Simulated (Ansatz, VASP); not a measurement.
# One calculation of MgSi, two programs

Contents of INCAR:

```
PREC = Accurate
ENCUT = 520
EDIFF = 1E-6
ISMEAR = 0
SIGMA = 0.15
LREAL = F
LASPH = T
NELM = 100
ALGO = Normal
ISIF = 2
LWAVE = F
LCHARG = T
GGA = CA
LELF = T
LVHAR = T
NBANDS = 10
```

Contents of KPOINTS:

```
Automatic mesh
0
Gamma
  16 16 12
```

POSCAR

```
MgSi
1.0
    2.9083940000      0.0000000000      0.0000000000
    0.0000000000      2.9083940000      0.0000000000
    0.0000000000      0.0000000000      4.1034270000
Mg Si
1 1
Direct
    0.0000000000      0.0000000000     -0.0548322171
    0.5000000000      0.5000000000      0.5000000000
```

Input for Ansatz:

```yaml
crystal:
  lattice:
    - [2.908394, 0.0, 0.0]
    - [0.0, 2.908394, 0.0]
    - [0.0, 0.0, 4.103427]
  atoms:
    - { symbol: Mg, position: [0.0, 0.0, -0.0548322171] }
    - { symbol: Si, position: [0.5, 0.5, 0.5] }
basis:
  ecutwfc: 420
kpoints:
  mp_grid: { grid: [16, 16, 12] }
hamiltonian:
  xc: lda
scf:
  occupations: { method: gaussian, width: 0.15 }
output:
  forces: true
  stress: true
  eigenvalues: true
```

Change from the starting cell: all Mg atoms moved +0.225 Å, as atom 1 towards its neighbour atom 1 (Mg) at 4.103 Å.

Alike in both runs: task single point; functional LDA; k mesh 16 × 16 × 12; occupations gaussian, width 0.15 eV; no spin polarisation.

```csv
,VASP,Ansatz
version,VASP 6.6.1,Ansatz 0.2.0
potentials or method,"VASP PAW LDA potentials, release 64 (Mg, Si), cutoff 520 eV","scalar-relativistic, plane waves, PAW"
valence electrons in the cell,6,14
```

Ansatz gave:

```
gap on the k mesh at the Fermi level (eV)                     : none
pressure (GPa)                                                : -1.7
traceless stress, the component that is largest in VASP (GPa) : -1.73
rms of the force components (eV/Å)                            : 0.454
```

**Question.** What did VASP give for the same quantities?

**Answer.** gap on the k mesh at the Fermi level (eV): none; pressure (GPa): -2.0; traceless stress, the component that is largest in VASP (GPa): -1.75; rms of the force components (eV/Å): 0.456.

LDA's correlation is that of Perdew and Zunger in VASP and of Perdew and Wang (1992) in Ansatz. Atom by atom the forces differ by 0.002 eV/Å (rms over components). A gap of «none» marks a metal or a gap that the smearing closes. VASP's potentials hold 6 valence electrons a cell and Ansatz's 14, so a difference there can come from the potentials and not from the codes.
